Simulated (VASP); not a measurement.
The system is Bi2Se3.

```xyz
5
Lattice="2.0988 1.2117 9.6709 -2.0988 1.2117 9.6709 0.0000 -2.4234 9.6709" Properties=species:S:1:pos:R:3 pbc="T T T"
Bi    0.0000    0.0000   17.3845
Bi    0.0000    0.0000   11.6283
Se    0.0000    0.0000   22.8708
Se    0.0000    0.0000    6.1420
Se    0.0000    0.0000    0.0000
```

Base run:

```yaml
Program: VASP 6.6.1
Functional: PBE
Dispersion: D3(BJ)
Potentials_or_basis: VASP PAW PBE potentials, release 64 (Bi_d, Se)
Cutoff: 520 eV
k_mesh: 8 × 8 × 8
Occupations: fermi-dirac, width 0.05 eV
Spin: no spin polarisation
```

Its results: band gap on the k mesh 0.24 eV; pressure -2.1 GPa; largest force 0.118 eV/Å.

Question: The run is repeated on the same cell with these changes: functional from PBE to PBE exchange alone; dispersion from D3(BJ) to none. What comes out?

Answer: Band gap on the k mesh 0.31 eV; pressure 8.9 GPa; largest force 0.340 eV/Å.

Several settings changed at once.

Caveats: spin-orbit coupling is left out, which moves the levels of the heavy elements; the cell stands under pressure (at least some runs).

A k mesh can miss the band edges.
